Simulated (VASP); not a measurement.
# LiAl2H2: single point with r2SCAN

LiAl2H2:

```xyz
5
Lattice="2.0527 3.5553 0.0000 -2.0527 3.5553 0.0000 0.0000 0.0000 4.2832" Properties=species:S:1:pos:R:3 pbc="T T T"
H    -0.0002    2.3703    0.4180
H     0.0002    4.7403    3.8652
Al   -0.0002    2.3703    1.9656
Al    0.0002    4.7403    2.3177
Li    0.0000    0.0000    0.0000
```

```
Program                : VASP 6.6.1
Task                   : single point
Functional             : r2SCAN
Potentials or basis    : VASP PAW PBE potentials, release 64 (H, Al, Li_sv)
Cutoff                 : 520 eV
k mesh                 : 10 × 10 × 8
Occupations            : fermi-dirac, width 0.1 eV
Spin                   : no spin polarisation
Dipole correction      : no
Further INCAR settings : ALGO = Normal; EDIFF = 1e-06; NBANDS = 14
```

| Quantity | Value |
| --- | --- |
| Largest force | 1.484 eV/Å |

Forces in eV/Å, atoms in the order of the input:
```
H    0.000  0.000 -1.484
H    0.000  0.000  1.484
Al   0.005 -0.003 -0.082
Al  -0.005  0.003  0.082
Li   0.000  0.000  0.000
```

Levels at points of the mesh, in eV from the Fermi level:
| k point | band 3 | band 4 | band 5 | band 6 | band 7 | band 8 | band 9 | band 10 |
| --- | --- | --- | --- | --- | --- | --- | --- | --- |
| (0.00, 0.00, 0.00) | -3.15 | -1.71 | 1.38 | 1.38 | 1.69 | 3.60 | 3.60 | 8.08 |
| (0.50, 0.00, 0.00) | -5.83 | -1.48 | -0.55 | -0.49 | 2.41 | 3.55 | 4.72 | 8.40 |
| (0.00, 0.50, 0.00) | -5.83 | -1.48 | -0.55 | -0.49 | 2.41 | 3.55 | 4.72 | 8.40 |
| (0.00, 0.00, 0.50) | -6.62 | -0.70 | 1.85 | 1.85 | 4.55 | 4.63 | 4.63 | 7.14 |
| (0.50, 0.00, 0.50) | -5.64 | -3.84 | -2.90 | 0.20 | 2.60 | 4.14 | 4.23 | 8.69 |
| (0.00, 0.50, 0.50) | -5.64 | -3.84 | -2.90 | 0.20 | 2.60 | 4.14 | 4.23 | 8.69 |

Run time: 6.2 min on 1 thread of Intel(R) Xeon(R) Platinum 8259CL CPU @ 2.50GHz (Skylake/Cascade Lake), with other jobs on the host, peak memory 0.32 GiB.

Caveat: the PAW data sets were made with another functional, which shifts forces and pressure a little.
